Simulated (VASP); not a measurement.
# BeS (Pm-3m) in VASP: further runs, part 2 of 2

VASP 6.6.1. Earlier steps stand in the parts before.

## (3) Single point, PBEsol

The input, INCAR:

```
PREC = Accurate ; ENCUT = 600
EDIFF = 1E-6 ; ISMEAR = 0
SIGMA = 0.05 ; LREAL = F
LASPH = T ; NELM = 120
ALGO = Normal ; ISIF = 2
LWAVE = F ; LCHARG = F
GGA = PS ; NBANDS = 11
GGA_COMPAT = F
```

The input, KPOINTS:

```
Automatic mesh
0
Gamma
  6 6 6
```

The input, POSCAR:

```
BeS
1.0
    2.9413850405      0.0000000000      0.0000000000
    0.0000000000      2.9413850405      0.0000000000
    0.0000000000      0.0000000000      2.9413850405
Be S
1 1
Direct
    0.0000000000      0.0000000000      0.0000000000
    0.5000000000      0.5000000000      0.5000000000
```

Potentials or basis: VASP PAW PBE potentials, release 64 (Be, S).

Run with:

```
$ cat potpaw_PBE.64/Be/POTCAR potpaw_PBE.64/S/POTCAR > POTCAR
$ mpirun -np 1 vasp_std > vasp.out
```

OUTCAR:

```text
PREC = Accurate
   ENCUT = 600
   EDIFF = 1E-6
   ISMEAR = 0
   LREAL = F
   LASPH = T
   NELM = 120
   ISIF = 2
   GGA = PS

 ion  position               nearest neighbor table
   1  0.000  0.000  0.000-   2 2.55   2 2.55   2 2.55   2 2.55   2 2.55   2 2.55   2 2.55   2 2.55

   2  0.500  0.500  0.500-   1 2.55   1 2.55   1 2.55   1 2.55   1 2.55   1 2.55   1 2.55   1 2.55

  LATTYP: Found a simple cubic cell.
 ALAT       =     2.9413850405

  Lattice vectors:

 A1 = (   2.9413850405,   0.0000000000,   0.0000000000)
 A2 = (   0.0000000000,   2.9413850405,   0.0000000000)
 A3 = (   0.0000000000,   0.0000000000,   2.9413850405)

Analysis of symmetry for initial positions (statically):
=====================================================================
 Subroutine PRICEL returns:
 Original cell was already a primitive cell.

 Routine SETGRP: Setting up the symmetry group for a
 simple cubic supercell.

 Subroutine GETGRP returns: Found 48 space group operations
 (whereof 48 operations were pure point group operations)
 out of a pool of 48 trial point group operations.

The static configuration has the point symmetry O_h .

Analysis of symmetry for dynamics (positions and initial velocities):
=====================================================================
 Subroutine PRICEL returns:
 Original cell was already a primitive cell.

 Routine SETGRP: Setting up the symmetry group for a
 simple cubic supercell.

 Subroutine GETGRP returns: Found 48 space group operations
 (whereof 48 operations were pure point group operations)
 out of a pool of 48 trial point group operations.

The dynamic configuration has the point symmetry O_h .

 Subroutine INISYM returns: Found 48 space group operations
 (whereof 48 operations are pure point group operations),
 and found     1 'primitive' translations

----------------------------------------------------------------------------------------

[... 114 lines left out ...]
   AEXX    =    0.0000 exact exchange contribution
   IVDW    =     0    specifies the selected vdW correction
   LEPSILON=     F    determine dielectric tensor
   LRPA    =     F    only Hartree local field effects (RPA)
 non-spin polarized calculation
 Gauss-broadening in eV      SIGMA  =   0.05
  energy-cutoff  :      600.00
  volume of cell :       25.45
 maximum number of plane-waves:       872
 NGX is ok and might be reduce to    24
   NGX = 11   NGY = 11   NGZ = 11

 number of electron       8.0000001 magnetization

 Free energy of the ion-electron system (eV)
  ---------------------------------------------------
  ext. energy  EPLUGINS =         0.00000000
  ---------------------------------------------------
  free energy    TOTEN  =        -7.73257032 eV

  energy without entropy =       -7.72952643  energy(sigma->0) =       -7.73104838

 E-fermi :   7.3468     XC(G=0): -10.7376

 val. band max:        7.3357756886   @ k =   0.5000   0.3333   0.1667
 cond. band min:       7.4275304778   @ k =   0.5000   0.0000   0.0000
 fundamental gap:      0.0917547892
 Fermi energy:         7.3467808232

 k-point     1 :       0.0000    0.0000    0.0000
  band No.  band energies     occupation
      1      -8.6313      2.00000
      2       5.7191      2.00000
      3       5.7191      2.00000
      4       5.7191      2.00000
      5       9.0397      0.00000
      6      12.4164      0.00000
      7      12.4164      0.00000
      8      17.4244      0.00000
      9      17.4244      0.00000
     10      17.4244      0.00000
     11      23.4017      0.00000
[... 253 lines left out ...]
 k-point    20 :       0.5000    0.5000    0.5000
  band No.  band energies     occupation
      1      -3.4054      2.00000
      2       2.9454      2.00000
      3       2.9454      2.00000
      4       2.9454      2.00000
      5       6.9011      2.00000
      6       6.9011      2.00000
      7       6.9011      2.00000
      8      11.3649      0.00000
      9      28.2075      0.00000
     10      28.2076      0.00000
     11      28.2082      0.00000

------------------------ aborting loop because EDIFF is reached ----------------------------------------

  FORCE on cell =-STRESS in cart. coord.  units (eV):
  Direction    XX          YY          ZZ          XY          YZ          ZX
  --------------------------------------------------------------------------------------
  -------------------------------------------------------------------------------------
  Total       -0.7730658     -0.7730658     -0.7730658     -0.0000000      0.0000000     -0.0000000
  in kB      -48.6711284    -48.6711284    -48.6711284     -0.0000000      0.0000000     -0.0000000
  external PRESSURE =     -48.6711284 kB  Pullay stress =       0.0000000 kB

 VOLUME and BASIS-vectors are now :
 -----------------------------------------------------------------------------
  energy-cutoff  :      600.00
  volume of cell :       25.45
      direct lattice vectors                 reciprocal lattice vectors
     2.941385041  0.000000000  0.000000000     0.339975891  0.000000000  0.000000000
     0.000000000  2.941385041  0.000000000     0.000000000  0.339975891  0.000000000
     0.000000000  0.000000000  2.941385041     0.000000000  0.000000000  0.339975891

 POSITION                                       TOTAL-FORCE (eV/Angst)
 -----------------------------------------------------------------------------------
      0.00000      0.00000      0.00000         0.000000      0.000000      0.000000
      1.47069      1.47069      1.47069         0.000000      0.000000      0.000000
 -----------------------------------------------------------------------------------
    total drift:                               -0.000000     -0.000000     -0.000000

  FREE ENERGIE OF THE ION-ELECTRON SYSTEM (eV)
  ---------------------------------------------------
  free  energy   TOTEN  =        -7.7325703197 eV

  energy  without entropy=       -7.7295264346  energy(sigma->0) =       -7.73104838
```

OSZICAR:

```text
N       E                     dE             d eps       ncg     rms          rms(c)
DAV:   1     0.204886900934E+02    0.20489E+02   -0.41975E+03   440   0.718E+02
DAV:   2    -0.649077765637E+01   -0.26979E+02   -0.24799E+02   574   0.112E+02
DAV:   3    -0.779512798879E+01   -0.13044E+01   -0.12951E+01   545   0.229E+01
DAV:   4    -0.780348652441E+01   -0.83585E-02   -0.83550E-02   518   0.228E+00
DAV:   5    -0.780355864818E+01   -0.72124E-04   -0.72120E-04   566   0.199E-01    0.820E+00
DAV:   6    -0.773665526235E+01    0.66903E-01   -0.20855E-01   537   0.174E+00    0.522E+00
DAV:   7    -0.773330973060E+01    0.33455E-02   -0.60609E-03   512   0.506E-01    0.216E+00
DAV:   8    -0.773259152032E+01    0.71821E-03   -0.16203E-03   503   0.275E-01    0.721E-02
DAV:   9    -0.773256986203E+01    0.21658E-04   -0.71492E-05   553   0.405E-02    0.430E-02
DAV:  10    -0.773257348164E+01   -0.36196E-05   -0.66829E-05   491   0.342E-02    0.136E-02
DAV:  11    -0.773257064770E+01    0.28339E-05   -0.73166E-06   494   0.131E-02    0.513E-03
DAV:  12    -0.773257031969E+01    0.32801E-06   -0.14370E-06   288   0.537E-03
   1 F= -.77325703E+01 E0= -.77310484E+01  d E =-.304389E-02
```

stdout:

```text
POSCAR found type information on POSCAR BeS
 POSCAR found :  2 types and       2 ions
 scaLAPACK will be used
 -----------------------------------------------------------------------------
|                                                                             |
|                                                                             |
|     You enforced a specific xc type in the INCAR file but a different       |
|     I HOPE YOU KNOW WHAT YOU ARE DOING!                                     |
|                                                                             |
 -----------------------------------------------------------------------------

 LDA part: xc-table for (Slater+PW92), standard interpolation
 POSCAR, INCAR and KPOINTS ok, starting setup
 FFT: planning ... GRIDC
 FFT: planning ... GRID_SOFT
 FFT: planning ... GRID
 WAVECAR not read
 entering main loop
```

Run time: 6.6 s. Hardware: 1 thread of Intel Xeon 8259CL, shared host; peak memory 0.13 GiB.

What came out:

```yaml
Free_energy: -7.7326 eV
Pressure: -4.9 GPa
Band_gap_on_the_k_mesh: zero (bands 4 and 5 overlap by 1.23 eV)
```

Caveat: the cell stands under tension; the structure was generated, so it needn't be the stable form of BeS; the PAW data sets were made with another functional, which shifts forces and pressure a little.

The gap in the log of VASP goes by the Fermi energy; the results here count the filled bands.